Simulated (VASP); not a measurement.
# Al2InN3 (Cmc2_1) in VASP: single point with LDA

Aim: the single point of Al2InN3 with LDA.

Program: VASP 6.6.1. These are calculated values, not measurements. Logs are shortened: lines on timing, memory, paths and dates and some standing lists are left out, and cuts for length are marked.

## 1. The cell of the first run

It takes space group Cmc2_1 (No. 36, orthorhombic). The conventional cell has a = 9.662 Å, b = 5.129 Å, c = 5.161 Å, α = 90.00°, β = 90.00°, γ = 90.00°. Within 2.3 Å of Al (site symmetry 1) lie 4 N at 1.75 to 1.89 Å. Within 2.6 Å of In (site symmetry m) lie 4 N at 1.98 to 2.16 Å. Within 2.3 Å of N (site symmetry 1) lie 3 Al at 1.75 to 1.89 Å and 1 In at 2.10 Å. N (site symmetry m) has 2 Al at 1.85 Å and 2 In at 1.98 to 2.16 Å within 2.5 Å.

## 2. Single point, LDA (10.66 Å³/atom)

File INCAR:

```
SYSTEM = Al2InN3
PREC     = Accurate       ! precision mode
ENCUT    = 520            ! plane-wave cutoff, eV
EDIFF    = 1E-6           ! SCF threshold, eV
ISMEAR   = 0              ! smearing method
SIGMA    = 0.05           ! smearing width, eV
LREAL    = .FALSE.        ! projectors in reciprocal space
LASPH    = .TRUE.         ! aspherical terms in the spheres
NELM     = 100            ! most SCF steps
ALGO     = Normal         ! electronic algorithm
ISIF     = 2              ! what is computed and relaxed
LWAVE    = .FALSE.        ! write WAVECAR
LCHARG   = .FALSE.        ! write CHGCAR
NBANDS   = 46             ! bands
```

File KPOINTS:

```
regular mesh
0
G
  6 6 6
  0 0 0
```

File POSCAR:

```
Al2InN3
1.0
    4.8309861692     -2.5644494873      0.0000000000
    4.8309861692      2.5644494873      0.0000000000
    0.0000000000      0.0000000000      5.1607820580
Al In N
4 2 6
Direct
    0.0079415211      0.3349865408      0.9916859604
    0.6650134592      0.9920584789      0.9916859604
    0.9920584789      0.6650134592      0.4916859604
    0.3349865408      0.0079415211      0.4916859604
    0.3221999761      0.6778000239      0.9874513034
    0.6778000239      0.3221999761      0.4874513034
    0.0350941391      0.3333735310      0.3562094523
    0.6666264690      0.9649058609      0.3562094523
    0.9649058609      0.6666264690      0.8562094523
    0.3333735310      0.0350941391      0.8562094523
    0.3002606421      0.6997393579      0.4047578412
    0.6997393579      0.3002606421      0.9047578412
```

Potentials or basis: VASP PAW LDA potentials, release 64 (Al, In_d, N).

Run with:

```sh
> cat potpaw_LDA.64/Al/POTCAR potpaw_LDA.64/In_d/POTCAR potpaw_LDA.64/N/POTCAR > POTCAR
> mpirun -np 1 vasp_std > vasp.out
```

OUTCAR:

```text
SYSTEM = Al2InN3
   PREC = Accurate
   ENCUT = 520
   EDIFF = 1E-6
   ISMEAR = 0
   LREAL = .FALSE.
   LASPH = .TRUE.
   NELM = 100
   ISIF = 2

 ion  position               nearest neighbor table
   1  0.008  0.335  0.992-  10 1.75   9 1.83  12 1.85   7 1.89   2 2.98   2 2.98   5 2.99   4 3.08
                             4 3.08   5 3.11   3 3.12   3 3.12   6 3.15   5 3.18   6 3.19   2 3.31
   2  0.665  0.992  0.992-   9 1.75  10 1.83  12 1.85   8 1.89   1 2.98   1 2.98   5 2.99   3 3.08
                             3 3.08   5 3.11   4 3.12   4 3.12   6 3.15   5 3.18   6 3.19   1 3.31
   3  0.992  0.665  0.492-   8 1.75   7 1.83  11 1.85   9 1.89   4 2.98   4 2.98   6 2.99   2 3.08
                             2 3.08   6 3.11   1 3.12   1 3.12   5 3.15   6 3.18   5 3.19   4 3.31
   4  0.335  0.008  0.492-   7 1.75   8 1.83  11 1.85  10 1.89   3 2.98   3 2.98   6 2.99   1 3.08
                             1 3.08   6 3.11   2 3.12   2 3.12   5 3.15   6 3.18   5 3.19   3 3.31
   5  0.322  0.678  0.987-  12 1.98  10 2.10   9 2.10  11 2.16   1 2.99   2 2.99   2 3.11   1 3.11
                             3 3.15   4 3.15   6 3.16   6 3.16   1 3.18   2 3.18   3 3.19   4 3.19
   6  0.678  0.322  0.487-  11 1.98   8 2.10   7 2.10  12 2.16   4 2.99   3 2.99   4 3.11   3 3.11
                             1 3.15   2 3.15   5 3.16   5 3.16   3 3.18   4 3.18   1 3.19   2 3.19
   7  0.035  0.333  0.356-   4 1.75   3 1.83   1 1.89   6 2.10
   8  0.667  0.965  0.356-   3 1.75   4 1.83   2 1.89   6 2.10
   9  0.965  0.667  0.856-   2 1.75   1 1.83   3 1.89   5 2.10
  10  0.333  0.035  0.856-   1 1.75   2 1.83   4 1.89   5 2.10
  11  0.300  0.700  0.405-   3 1.85   4 1.85   6 1.98   5 2.16
  12  0.700  0.300  0.905-   1 1.85   2 1.85   5 1.98   6 2.16

  LATTYP: Found a base centered orthorhombic cell.
 ALAT       =     5.1288989746
 B/A-ratio  =     1.8838297237
 C/A-ratio  =     1.0062163602

  Lattice vectors:

 A1 = (  -4.8309861692,  -2.5644494873,   0.0000000000)
 A2 = (   4.8309861692,  -2.5644494873,   0.0000000000)
 A3 = (   0.0000000000,   0.0000000000,   5.1607820580)

Analysis of symmetry for initial positions (statically):
=====================================================================
 Subroutine PRICEL returns:
 Original cell was already a primitive cell.

 Routine SETGRP: Setting up the symmetry group for a
 base centered orthorhombic supercell.

 Subroutine GETGRP returns: Found  4 space group operations
 (whereof  2 operations were pure point group operations)
 out of a pool of  8 trial point group operations.

The static configuration has the point symmetry C_1h.
 The point group associated with its full space group is C_2v.

Analysis of symmetry for dynamics (positions and initial velocities):
=====================================================================
 Subroutine PRICEL returns:
 Original cell was already a primitive cell.

 Routine SETGRP: Setting up the symmetry group for a
 base centered orthorhombic supercell.

 Subroutine GETGRP returns: Found  4 space group operations
 (whereof  2 operations were pure point group operations)
 out of a pool of  8 trial point group operations.

The dynamic configuration has the point symmetry C_1h.
 The point group associated with its full space group is C_2v.

 Subroutine INISYM returns: Found  4 space group operations
 (whereof  2 operations are pure point group operations),
 and found     1 'primitive' translations

----------------------------------------------------------------------------------------

                                     Primitive cell

  volume of cell :     127.8720

  direct lattice vectors                    reciprocal lattice vectors
     4.830986169 -2.564449487  0.000000000     0.103498537 -0.194973620  0.000000000
     4.830986169  2.564449487  0.000000000     0.103498537  0.194973620  0.000000000
     0.000000000  0.000000000  5.160782058     0.000000000  0.000000000  0.193769082

  length of vectors
     5.469444994  5.469444994  5.160782058     0.220741160  0.220741160  0.193769082

  position of ions in fractional coordinates (direct lattice)
     0.007941521  0.334986541  0.991685960
     0.665013459  0.992058479  0.991685960
     0.992058479  0.665013459  0.491685960
     0.334986541  0.007941521  0.491685960
     0.322199976  0.677800024  0.987451303
     0.677800024  0.322199976  0.487451303
     0.035094139  0.333373531  0.356209452
     0.666626469  0.964905861  0.356209452
[... 33 lines left out ...]
     0.000000000  0.000000000  0.032294847     0.000000000  0.000000000  0.166666667

  Length of vectors
     0.036790193  0.036790193  0.032294847

  Shift w.r.t. Gamma in fractional coordinates (k-lattice)
     0.000000000  0.000000000  0.000000000

 Subroutine IBZKPT returns following result:
 ===========================================

 Found     52 irreducible k-points:

 Following reciprocal coordinates:
            Coordinates               Weight
  0.000000  0.000000  0.000000      1.000000
  0.166667 -0.000000  0.000000      4.000000
  0.333333 -0.000000  0.000000      4.000000
  0.500000 -0.000000  0.000000      2.000000
  0.166667  0.166667  0.000000      2.000000
  0.333333  0.166667  0.000000      4.000000
[... 16 lines left out ...]
  0.333333  0.333333  0.166667      4.000000
  0.500000  0.333333  0.166667      8.000000
 [... further k-points ...]
   k-points           NKPTS =     52   k-points in BZ     NKDIM =     52   number of bands    NBANDS=     46
   number of dos      NEDOS =    301   number of ions     NIONS =     12
   total plane-waves  NPLWV =  70560
   dimension x,y,z NGX =    42 NGY =   42 NGZ =   40
   dimension x,y,z NGXF=    84 NGYF=   84 NGZF=   80
   ions per type =               4   2   6
   NGX,Y,Z   is equivalent  to a cutoff of  12.77, 12.77, 12.89 a.u.
   NGXF,Y,Z  is equivalent  to a cutoff of  25.53, 25.53, 25.77 a.u.
 SYSTEM =  Al2InN3
   PREC   = accura    normal or accurate (medium, high low for compatibility)
   ISTART =      0    job   : 0-new  1-cont  2-samecut
   ICHARG =      2    charge: 1-file 2-atom 10-const
   ISPIN  =      1    spin polarized calculation?
   LNONCOLLINEAR =      F non collinear calculations
   LSORBIT =      F    spin-orbit coupling
   LASPH  =      T    aspherical Exc in radial PAW
   ENCUT  =  520.0 eV  38.22 Ry    6.18 a.u.  10.17 10.17  9.60*2*pi/ulx,y,z
   NELM   =    100;   NELMIN=  2; NELMDL= -5     # of ELM steps
   EDIFF  = 0.1E-05   stopping-criterion for ELM
   LREAL  =      F    real-space projection
   EDIFFG = 0.1E-04   stopping-criterion for IOM
   NSW    =      0    number of steps for IOM
   IBRION =     -1    ionic relax: 0-MD 1-quasi-New 2-CG
   NFREE  =      0    steps in history (QN), initial steepest desc. (CG)
   ISIF   =      2    stress and relaxation
   ISYM   =      2    0-nonsym 1-usesym 2-fastsym
   POTIM  = 0.5000    time-step for ionic-motion
   TEBEG  =    0.0;   TEEND  =   0.0 temperature during run
   PSTRESS=    0.0 pullay stress
   NELECT =      68.0000    total number of electrons
   NUPDOWN=      -1.0000    fix difference up-down
   EMIN   =  10.00;   EMAX   =-10.00  energy-range for DOS
   EFERMI =   0.00;   METHOD = LEGACY
   ISMEAR =     0;   SIGMA  =   0.05  broadening in eV -4-tet -1-fermi 0-gaus
   EFERMI_NEDOS =   21; number of points for ismear=-14 and -15
   IALGO  =     38    algorithm
   IMIX   =      4    mixing-type and parameters
     AMIX     =   0.40;   BMIX     =  1.00
     AMIX_MAG =   1.60;   BMIX_MAG =  1.00
  volume/ion in A,a.u.               =      10.66        71.91
  Fermi-wavevector in a.u.,A,eV,Ry     =   1.326333  2.506406 23.934822  1.759160
  Thomas-Fermi vector in A             =   2.455728
   LORBIT       =      0    0 simple, 1 ext, 2 COOP (PROOUT), +10 PAW based schemes
   GGA     = CA    functional components
   LHFCALC =     F    Hartree Fock is set to
   AEXX    =    0.0000 exact exchange contribution
   IVDW    =     0    specifies the selected vdW correction
   LEPSILON=     F    determine dielectric tensor
   LRPA    =     F    only Hartree local field effects (RPA)
 non-spin polarized calculation
 Gauss-broadening in eV      SIGMA  =   0.05
  energy-cutoff  :      520.00
  volume of cell :      127.87
 maximum number of plane-waves:      3478
 NGX is ok and might be reduce to    42
   NGX = 21   NGY = 21   NGZ = 19

 number of electron      67.9999995 magnetization

 Free energy of the ion-electron system (eV)
  ---------------------------------------------------
  ext. energy  EPLUGINS =         0.00000000
  ---------------------------------------------------
  free energy    TOTEN  =       -88.98637722 eV

  energy without entropy =      -88.98637722  energy(sigma->0) =      -88.98637722

 E-fermi :   7.6544     XC(G=0): -11.8391

 val. band max:        7.4008672620   @ k =   0.0000   0.0000   0.0000
 cond. band min:      10.1280598161   @ k =   0.0000   0.0000   0.0000
 fundamental gap:      2.7271925541
 Fermi energy:         7.6544407316

 k-point     1 :       0.0000    0.0000    0.0000
  band No.  band energies     occupation
      1      -8.1435      2.00000
      2      -7.4761      2.00000
      3      -7.0173      2.00000
      4      -6.5419      2.00000
      5      -6.4846      2.00000
      6      -6.4513      2.00000
[... 1165 lines left out ...]
     45      16.9690      0.00000
     46      17.3559      0.00000

 [... further k-points ...]

------------------------ aborting loop because EDIFF is reached ----------------------------------------

  FORCE on cell =-STRESS in cart. coord.  units (eV):
  Direction    XX          YY          ZZ          XY          YZ          ZX
  --------------------------------------------------------------------------------------
  -------------------------------------------------------------------------------------
  Total        9.2958969     34.8660188      6.2752789      0.0000000      0.0000000      0.0000000
  in kB      116.4733113    436.8551751     78.6263576      0.0000000      0.0000000      0.0000000
  external PRESSURE =     210.6516147 kB  Pullay stress =       0.0000000 kB

 VOLUME and BASIS-vectors are now :
 -----------------------------------------------------------------------------
  energy-cutoff  :      520.00
  volume of cell :      127.87
      direct lattice vectors                 reciprocal lattice vectors
     4.830986169 -2.564449487  0.000000000     0.103498537 -0.194973620  0.000000000
     4.830986169  2.564449487  0.000000000     0.103498537  0.194973620  0.000000000
     0.000000000  0.000000000  5.160782058     0.000000000  0.000000000  0.193769082

 POSITION                                       TOTAL-FORCE (eV/Angst)
 -----------------------------------------------------------------------------------
      1.65668      0.83869      5.11788        -0.169260      1.162377      0.798596
      8.00529      0.83869      5.11788         0.169260      1.162377      0.798596
      8.00529     -0.83869      2.53748         0.169260     -1.162377      0.798596
      1.65668     -0.83869      2.53748        -0.169260     -1.162377      0.798596
      4.83099      0.91192      5.09602         0.000000      1.699631      0.538788
      4.83099     -0.91192      2.51563         0.000000     -1.699631      0.538788
      1.78006      0.76492      1.83832        -0.079488      1.289245     -0.908915
      7.88191      0.76492      1.83832         0.079488      1.289245     -0.908915
      7.88191     -0.76492      4.41871         0.079488     -1.289245     -0.908915
      1.78006     -0.76492      4.41871        -0.079488     -1.289245     -0.908915
      4.83099      1.02444      2.08887         0.000000      1.580305     -0.318150
      4.83099     -1.02444      4.66926         0.000000     -1.580305     -0.318150
 -----------------------------------------------------------------------------------
    total drift:                                0.000000     -0.000000     -0.000141

  FREE ENERGIE OF THE ION-ELECTRON SYSTEM (eV)
  ---------------------------------------------------
  free  energy   TOTEN  =       -88.9863772151 eV

  energy  without entropy=      -88.9863772151  energy(sigma->0) =      -88.98637722
```

It took 3.3 min on 1 thread of Intel Xeon 6975P-C (Granite Rapids), shared host; peak memory 0.37 GiB.

Results:

```
Free energy            : -88.9864 eV
Pressure               : 21.1 GPa
Largest force          : 1.783 eV/Å
Band gap on the k mesh : 2.73 eV
```

Forces in eV/Å, atoms in the order of the input:
```
Al  -0.169  1.162  0.799
Al   0.169  1.162  0.799
Al   0.169 -1.162  0.799
Al  -0.169 -1.162  0.799
In   0.000  1.700  0.539
In   0.000 -1.700  0.539
N   -0.079  1.289 -0.909
N    0.079  1.289 -0.909
N    0.079 -1.289 -0.909
N   -0.079 -1.289 -0.909
N    0.000  1.580 -0.318
N    0.000 -1.580 -0.318
```

Stress tensor (GPa, compression positive):
```
11.65  0.00  0.00
 0.00 43.69  0.00
 0.00  0.00  7.86
```

Caveat: the stress differs along the axes, from 8 to 44 GPa; spin-orbit coupling is left out, which moves the levels of the heavy elements; forces of over 1 eV/Å act on the atoms, so gaps and moduli don't describe the material at rest. A k mesh can miss the band edges.
